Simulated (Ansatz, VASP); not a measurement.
## BaTiO3: VASP beside Ansatz

```
Ba Ti O
1.0
     8.06730    0.00000    0.00000
     0.00000    4.03365    0.00000
     0.00000    0.00000    4.03365
Ba Ti O
2 2 6
Cartesian
  2.0168 2.0168 2.0168
  6.0505 2.0168 2.0168
  0.0000 0.0000 0.0000
  4.0336 0.0000 0.0000
  2.0168 0.0000 0.0000
  6.0505 0.0000 0.0000
  0.0000 2.0168 0.0000
  4.0336 2.0168 0.0000
  0.0000 0.0000 2.0168
  4.0336 0.0000 2.0168
```

Alike in both runs: task single point; functional r2SCAN; k mesh 3 × 6 × 6; no spin polarisation.

|  | VASP | Ansatz |
| --- | --- | --- |
| version | VASP 6.6.1 | Ansatz 0.2.0 |
| potentials or method | VASP PAW PBE potentials, release 64 (Ba_sv, Ti_sv, O), cutoff 520 eV | PAW plane waves |
| occupations | fermi-dirac, width 0.1 eV | fermi-dirac |
| valence electrons in the cell | 80 | 80 |

VASP gave:

* pressure (GPa): -3.2

**Question.** What did Ansatz give for the same quantities?

**Answer.** Pressure (GPa): -5.0.

VASP's potentials were made for PBE, not for r2SCAN.

Spin-orbit coupling is off throughout.
